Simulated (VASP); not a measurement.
A run of VASP 6.6.1:

File INCAR:

```
ALGO     = Normal         # electronic algorithm
EDIFF    = 1E-7           # SCF threshold, eV
ENCUT    = 520            # plane-wave cutoff, eV
GGA      = PE             # functional
ISIF     = 2              # what is computed and relaxed
ISMEAR   = 0              # smearing method
LASPH    = True           # aspherical terms in the spheres
LCHARG   = False          # write CHGCAR
LREAL    = False          # projectors in reciprocal space
LWAVE    = False          # write WAVECAR
NBANDS   = 30             # bands
NELM     = 100            # most SCF steps
PREC     = Accurate       # precision mode
SIGMA    = 0.1            # smearing width, eV
```

Contents of KPOINTS:

```
k-points
0
Gamma
  6 6 6
```

POSCAR

```
Cs4Br
1.0
    7.5581467883      0.0000000000      0.0000000000
    0.0000000000      7.5581467883      0.0000000000
    0.0000000000      0.0000000000      7.5581467883
Cs Br
4 1
Direct
    0.5000000000      0.0000000000      0.0000000000
    0.0000000000      0.5000000000      0.0000000000
    0.0000000000      0.0000000000      0.5000000000
    0.5000000000      0.5000000000      0.5000000000
    0.0000000000      0.0000000000      0.0000000000
```

Potentials or basis: VASP PAW PBE potentials, release 64 (Cs_sv, Br).

The run is started by

```console
$ cat potpaw_PBE.64/Cs_sv/POTCAR potpaw_PBE.64/Br/POTCAR > POTCAR
$ mpirun -np 1 vasp_std > vasp.out
```

Hardware: 1 thread of AMD EPYC 9R45 96-Core Processor (Zen 5), with other jobs on the host.

Q: How long does it take, and how much memory?

A: Wall time 2.5 min on 1 thread of AMD EPYC 9R45 96-Core Processor (Zen 5) (shared host), peak memory 0.49 GiB. Counts: scf iterations 17, k points 20.
